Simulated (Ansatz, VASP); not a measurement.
**One calculation of BN, two programs**

```xyz
2
Lattice="0.0000 1.8048 1.8319 1.8048 0.0000 1.8319 1.8048 1.8048 0.0000" Properties=species:S:1:pos:R:3 pbc="T T T"
B     0.0000    0.0000    0.0000
N     2.7072    2.7072    2.7478
```

Change from the starting cell: strain +0.0150 x Voigt [0, 0, 1, 0, 0, 0], atoms carried along.

Alike in both runs: task single point; functional r2SCAN; k mesh 12 × 12 × 12; occupations gaussian, width 0.05 eV; no spin polarisation.

|  | VASP | Ansatz |
| --- | --- | --- |
| version | VASP 6.6.1 | Ansatz 0.2.0 |
| potentials or method | VASP PAW PBE potentials, release 64 (B, N), cutoff 520 eV | scalar-relativistic, plane waves, PAW |
| valence electrons in the cell | 8 | 8 |

```tsv
	VASP	Ansatz	Ansatz less VASP
gap on the k mesh at the Fermi level (eV)	4.83	4.85	+0.020
least direct gap on the mesh (eV)	9.39	9.43	+0.037
pressure (GPa)	-4.6	-5.6	-1.06
traceless stress, the component that is largest in VASP (GPa)	-6.46	-6.47	-0.018
```

VASP's potentials were made for PBE, not for r2SCAN.
